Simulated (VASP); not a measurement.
Crystal: Zr6GeRu.

```
Zr Ge Ru
1.0
     5.15858    0.00000    0.00000
     0.00000    5.15858    0.00000
     0.00000    0.00000    5.15858
Zr Ge Ru
6 1 1
Direct
  0.00000 0.50000 0.75875
  0.50000 0.24125 0.00000
  0.75875 0.00000 0.50000
  0.00000 0.50000 0.24125
  0.50000 0.75875 0.00000
  0.24125 0.00000 0.50000
  0.50000 0.50000 0.50000
  0.00000 0.00000 0.00000
```

The cell was built from a structure type or drawn by symmetry, and may not be a known phase.

| Property | Result |
| --- | --- |
| Program | VASP 6.6.1 |
| Task | relaxation of cell and atoms |
| Functional | PBE |
| Potentials or basis | VASP PAW PBE potentials, release 64 (Zr_sv, Ge_d, Ru_pv) |
| Cutoff | 600 eV |
| k mesh | 3 × 3 × 3 |
| Occupations | gaussian, width 0.2 eV |
| Spin | no spin polarisation |

At the start: pressure 26.5 GPa; volume 17.16 Å³/atom.

Task: How do energy, volume and symmetry change on relaxing?

Result: Over 6 steps the energy falls by 234.7 meV/atom and the volume is 20.19 Å³/atom (+17.7 %); space group Pm-3 (No. 200, to 0.1 Å) before and after.

Step by step:
| step | energy change (eV) | largest force (eV/Å) | pressure (GPa) | volume (Å³) |
| --- | --- | --- | --- | --- |
| 1 | 0.0000 | 1.0985 | 26.45 | 137.27 |
| 2 | 0.5949 | 0.5635 | -16.26 | 201.61 |
| 3 | -1.8712 | 0.0901 | -1.06 | 163.41 |
| 4 | -1.8751 | 0.1225 | -0.24 | 162.28 |
| 5 | -1.8749 | 0.1382 | 0.14 | 161.75 |
| 6 | -1.8775 | 0.0338 | 0.22 | 161.53 |

Final structure:
```cif
data_structure
_symmetry_space_group_name_H-M 'P 1'
_symmetry_Int_Tables_number 1
_cell_length_a 5.4461
_cell_length_b 5.4461
_cell_length_c 5.4461
_cell_angle_alpha 90.000
_cell_angle_beta 90.000
_cell_angle_gamma 90.000
_cell_volume 161.53
loop_
_atom_site_label
_atom_site_type_symbol
_atom_site_fract_x
_atom_site_fract_y
_atom_site_fract_z
_atom_site_occupancy
Zr1 Zr 0.00000 0.50000 0.75282 1
Zr2 Zr 0.50000 0.24718 0.00000 1
Zr3 Zr 0.75282 0.00000 0.50000 1
Zr4 Zr 0.00000 0.50000 0.24718 1
Zr5 Zr 0.50000 0.75282 0.00000 1
Zr6 Zr 0.24718 0.00000 0.50000 1
Ge1 Ge 0.50000 0.50000 0.50000 1
Ru1 Ru 0.00000 0.00000 0.00000 1
```

Caveat: the k points lie up to 0.38 Å⁻¹ apart in the final cell; the volume moved by over 15 % at a fixed basis, so the end points are rough; the relaxation stopped at a loose force limit of 0.08 eV/Å, so its end isn't a converged minimum.
